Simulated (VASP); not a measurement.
# BeTe (F-43m) in VASP: settings compared, part 2 of 2

VASP 6.6.1.

## Step 5: Single point, B3LYP

This run uses another cell than the first one, of 22.53 Å³/atom.

Contents of POSCAR:

```
BeTe
1.0
    0.0000000000      2.8243275181      2.8243275181
    2.8243275181      0.0000000000      2.8243275181
    2.8243275181      2.8243275181      0.0000000000
Te Be
1 1
Direct
    0.7500000000      0.7500000000      0.7500000000
    0.0000000000      0.0000000000      0.0000000000
```

Contents of INCAR.step1:

```
SYSTEM = BeTe
PREC = Accurate
ENCUT = 520
EDIFF = 1E-5
ISMEAR = -1
SIGMA = 0.05
LREAL = .FALSE.
LASPH = .TRUE.
NELM = 100
ALGO = Normal
ISIF = 2
LWAVE = .TRUE.
NBANDS = 11
GGA = PE
```

Contents of INCAR.step2:

```
SYSTEM = BeTe
PREC = Accurate
ENCUT = 520
EDIFF = 1E-7
ISMEAR = -1
SIGMA = 0.05
LREAL = .FALSE.
LASPH = .TRUE.
NELM = 100
ALGO = Normal
ISIF = 2
LWAVE = .FALSE.
LCHARG = .TRUE.
GGA = B3
LHFCALC = .TRUE.
AEXX = 0.2
AGGAX = 0.72
AGGAC = 0.81
ALDAC = 0.19
PRECFOCK = Normal
LELF = .TRUE.
LVHAR = .TRUE.
NBANDS = 11
ISTART = 1
```

Contents of KPOINTS:

```
Automatic mesh
0
G
  4 4 4
  0 0 0
```

Launch:

```console
$ cat potpaw_PBE.64/Te/POTCAR potpaw_PBE.64/Be/POTCAR > POTCAR
$ cp INCAR.step1 INCAR
$ mpirun -np 1 vasp_std > vasp.out
$ cp INCAR.step2 INCAR
$ mpirun -np 1 vasp_std > vasp.out
```

It took 6.7 min on 1 thread of AMD EPYC 7R13, shared host; peak memory 0.15 GiB.

Results (log left out):

```
Free energy            : -8.1028 eV
Pressure               : 2.1 GPa
Band gap on the k mesh : 3.37 eV (least direct gap 5.01 eV)
```

Levels at points of the mesh, in eV from the valence-band top:
| k point | band 1 | band 2 | band 3 | band 4 | band 5 | band 6 | band 7 | band 8 | band 9 |
| --- | --- | --- | --- | --- | --- | --- | --- | --- | --- |
| (0.00, 0.00, 0.00) | -13.14 | 0.00 | 0.00 | 0.00 | 5.01 | 5.01 | 5.01 | 5.15 | 9.95 |
| (0.50, 0.00, 0.00) | -11.71 | -5.85 | -1.18 | -1.18 | 4.41 | 6.05 | 6.05 | 9.50 | 12.56 |
| (0.50, 0.50, 0.00) | -11.19 | -5.44 | -2.76 | -2.76 | 3.37 | 4.03 | 11.38 | 11.38 | 13.17 |

Caveat: the k points lie up to 0.48 Å⁻¹ apart; the PAW data sets were made with another functional, which shifts forces and pressure a little; spin-orbit coupling is left out, which moves the levels of the heavy elements. A k mesh can miss the band edges.

## Step 6: Relaxation of cell and atoms, rSCAN (20.19 Å³/atom)

This run uses another cell than the first one, of 20.19 Å³/atom.

Contents of POSCAR:

```
BeTe
1.0
    0.0000000000      2.7230417758      2.7230417758
    2.7230417758      0.0000000000      2.7230417758
    2.7230417758      2.7230417758      0.0000000000
Te Be
1 1
Direct
    0.7500000000      0.7500000000      0.7500000000
    0.0000000000      0.0000000000      0.0000000000
```

Contents of INCAR.step1:

```
SYSTEM = BeTe
METAGGA = RSCAN
ISMEAR = 0
SIGMA = 0.03
LWAVE = .False.
LCHARG = .False.
NSW = 80
PREC = Accurate
LASPH = .True.
LREAL = .False.
ALGO = Normal
EDIFF = 1E-6
NELM = 120
GGA_COMPAT = .False.
IBRION = 2
ISIF = 3
EDIFFG = -0.005
NELMIN = 4
ENCUT = 380
EFERMI = MIDGAP
LMIXTAU = .True.
POTIM = 0.5
```

Contents of INCAR.step3:

```
SYSTEM = BeTe
METAGGA = RSCAN
ISMEAR = 0
SIGMA = 0.03
LWAVE = .False.
LCHARG = .False.
PREC = Accurate
LASPH = .True.
LREAL = .False.
ALGO = Normal
EDIFF = 1E-6
NELM = 120
GGA_COMPAT = .False.
ISIF = 2
ENCUT = 380
EFERMI = MIDGAP
LMIXTAU = .True.
```

Contents of KPOINTS:

```
Automatic mesh
0
Gamma
  6 6 6
  0 0 0
```

Potentials or basis: VASP PAW PBE potentials, release 64 (Te, Be).

Launch:

```console
$ cat potpaw_PBE.64/Te/POTCAR potpaw_PBE.64/Be/POTCAR > POTCAR
$ cp INCAR.step1 INCAR
$ cp POSCAR.step1 POSCAR
$ mpirun -np 1 vasp_std > vasp.out
$ cp CONTCAR POSCAR
$ mpirun -np 1 vasp_std > vasp.out
$ cp CONTCAR POSCAR
$ cp INCAR.step3 INCAR
$ mpirun -np 1 vasp_std > vasp.out
```

Wall time 2.3 min (1 thread of Intel Xeon Platinum 8375C at 2.90GHz (Ice Lake), shared host); peak memory 0.16 GiB.

The run converged. Its results:

| Quantity | Value |
| --- | --- |
| Free energy | -50.9133 eV |
| Relaxed volume | 22.64 Å³/atom |
| Relaxed cell | a = 4.001 Å, b = 4.001 Å, c = 4.001 Å, α = 60.00°, β = 60.00°, γ = 60.00° |
| Space group after relaxing (to 0.1 Å) | F-43m (No. 216) |
| Energy gained by relaxing | 59.6 meV/atom |
| Ionic steps | 6 |
| Pressure after relaxing | 0.0 GPa |
| Band gap on the k mesh | 2.34 eV (least direct gap 3.99 eV) |

The path:
```tsv
step	energy change (eV)	largest force (eV/Å)	pressure (GPa)	volume (Å³)
1	0.0000	0.0000	8.53	40.38
2	-0.1069	0.0000	-2.05	47.00
3	-0.1184	0.0000	0.04	45.25
4	-0.1183	0.0000	-0.09	45.35
5	-0.1184	0.0000	0.00	45.27
6	-0.1192	0.0000	0.00	45.27
```

Final structure:
```xyz
2
Lattice="0.0000 2.8288 2.8288 2.8288 0.0000 2.8288 2.8288 2.8288 0.0000" Properties=species:S:1:pos:R:3 pbc="T T T"
Te    4.2433    4.2433    4.2433
Be    0.0000    0.0000    0.0000
```

Levels at points of the mesh, in eV from the valence-band top:
| k point | band 1 | band 2 | band 3 | band 4 | band 5 | band 6 | band 7 | band 8 |
| --- | --- | --- | --- | --- | --- | --- | --- | --- |
| (0.00, 0.00, 0.00) | -12.69 | 0.00 | 0.00 | 0.00 | 3.99 | 3.99 | 3.99 | 4.34 |
| (0.50, 0.00, 0.00) | -11.29 | -5.68 | -1.15 | -1.15 | 3.47 | 4.99 | 4.99 | 8.44 |
| (0.50, 0.50, 0.00) | -10.77 | -5.27 | -2.70 | -2.70 | 2.34 | 2.98 | 10.42 | 10.42 |

Caveat: the PAW data sets were made with another functional, which shifts forces and pressure a little; spin-orbit coupling is left out, which moves the levels of the heavy elements.

## Step 7: Summary

```tsv
task	level	cell	k mesh	cutoff (eV)	smearing	dipole correction	grid for exact exchange (PRECFOCK)	share of exact exchange	tolerance level	purpose	gap on the mesh (eV)	pressure (GPa)
single point	B3LYP	a = 3.917 Å, angles 60.0°, 2 atoms	4 × 4 × 4	520	fermi-dirac 0.05 eV	no	Normal	0.2	-	-	3.24	6.2
single point	B3LYP	a = 3.943 Å, angles 60.0°, 2 atoms	4 × 4 × 4	520	fermi-dirac 0.05 eV	no	Normal	0.2	-	-	3.28	4.7
single point	B3LYP	a = 3.969 Å, angles 60.0°, 2 atoms	4 × 4 × 4	520	fermi-dirac 0.05 eV	no	Normal	0.2	-	-	3.33	3.3
single point	B3LYP	a = 3.994 Å, angles 60.0°, 2 atoms	4 × 4 × 4	520	fermi-dirac 0.05 eV	no	Normal	0.2	-	-	3.37	2.1
relaxation of cell and atoms	rSCAN	relaxed from a = 3.851 Å, angles 60.0°, 2 atoms	6 × 6 × 6	380	gaussian 0.03 eV	-	-	-	standard	cell	2.34	0.0
```

Alike in all rows: potentials or basis VASP PAW PBE potentials, release 64 (Te, Be); no spin polarisation.

Caveats: some runs use coarse meshes; the PAW data sets were made with another functional, which shifts forces and pressure a little; spin-orbit coupling is left out, which moves the levels of the heavy elements.

Absolute energies hang on the potentials; compare differences alone.
